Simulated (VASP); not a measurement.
Write the native input for VASP 6.6.1 that does the following.

| Quantity | Value |
| --- | --- |
| Task | single point |
| Functional | PBE |
| Potentials or basis | VASP PAW PBE potentials, release 64 (K_sv, I) |
| Cutoff | 520 eV |
| k mesh | 6 × 6 × 6 |
| Occupations | fermi-dirac, width 0.02 eV |
| Spin | no spin polarisation |
| Dipole correction | no |
| Further INCAR settings | ALGO = Normal; EDIFF = 1e-06; NBANDS = 15 |

The structure of KI lies in POSCAR:

```
KI
1.0
    0.0000000000      3.5442842164      3.4911199532
    3.5442842164      0.0000000000      3.4911199532
    3.5442842164      3.5442842164      0.0000000000
K I
1 1
Direct
    0.0000000000      0.0000000000      0.0000000000
    0.5000000000      0.5000000000      0.5000000000
```

This cell differs from its parent crystal: uniaxial z strain -1.5%.

One way to write it, as run:

INCAR

```
ALGO = Normal
EDIFF = 1E-6
ENCUT = 520
GGA = PE
ISIF = 2
ISMEAR = -1
LASPH = T
LCHARG = F
LREAL = F
LWAVE = F
NBANDS = 15
NELM = 60
PREC = Accurate
SIGMA = 0.02
```

KPOINTS

```
k-points
0
Gamma
  6 6 6
```

Potentials or basis: VASP PAW PBE potentials, release 64 (K_sv, I).

The run is started by

```bash
$ cat potpaw_PBE.64/K_sv/POTCAR potpaw_PBE.64/I/POTCAR > POTCAR
$ mpirun -np 1 vasp_std > vasp.out
```

Results of the run:

```yaml
Pressure: 0.7 GPa
Band_gap_on_the_k_mesh: 3.97 eV, direct
```

Caveat: the cell differs from its parent crystal (uniaxial z strain -1.5%); spin-orbit coupling is left out, which moves the levels of the heavy elements.

Wall time 15 s on 1 thread of Intel(R) Xeon(R) 6975P-C (Granite Rapids) (shared host), peak memory 0.24 GiB.
